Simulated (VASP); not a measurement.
Set up this calculation in VASP 6.6.1, as the native input.

```yaml
Task: single point
Functional: PBEsol
Potentials_or_basis: VASP PAW PBE potentials, release 64 (Sn_d, O)
Cutoff: 520 eV
k_mesh: 8 × 8 × 6
Occupations: fermi-dirac, width 0.01 eV
Spin: no spin polarisation
Dipole_correction: no
Further_INCAR_settings: ALGO = Normal; EDIFF = 1e-06; NBANDS = 28
```

The structure of SnO lies in POSCAR:

```
SnO
1.0
    3.8020000000      0.0000000000      0.0000000000
    0.0000000000      3.8020000000      0.0000000000
    0.0000000000      0.0000000000      4.8360000000
Sn O
2 2
Direct
    0.0000000000      0.5000000000      0.2385000000
    0.5000000000      0.0000000000      0.7615000000
    0.0000000000      0.0000000000      0.0000000000
    0.5000000000      0.5000000000      0.0000000000
```

One way to write it, as run:

INCAR

```
SYSTEM = SnO
  PREC = Accurate
  ENCUT = 520
  EDIFF = 1E-6
  ISMEAR = -1
  SIGMA = 0.01
  LREAL = .FALSE.
  LASPH = .TRUE.
  NELM = 60
  ALGO = Normal
  ISIF = 2
  LWAVE = .FALSE.
  LCHARG = .FALSE.
  GGA = PS
  NBANDS = 28
```

KPOINTS

```
Automatic mesh
0
G
  8 8 6
  0 0 0
```

Potentials or basis: VASP PAW PBE potentials, release 64 (Sn_d, O).

The run is started by

```sh
$ cat potpaw_PBE.64/Sn_d/POTCAR potpaw_PBE.64/O/POTCAR > POTCAR
$ mpirun -np 1 vasp_std > vasp.out
```

Results of the run:

The pressure is 0.2 GPa and the largest force is 0.149 eV/Å.

Caveat: the PAW data sets were made with another functional, which shifts forces and pressure a little.

Run time: 40 s on 1 thread of Intel(R) Xeon(R) 6975P-C (Granite Rapids) (shared host), peak memory 0.23 GiB.
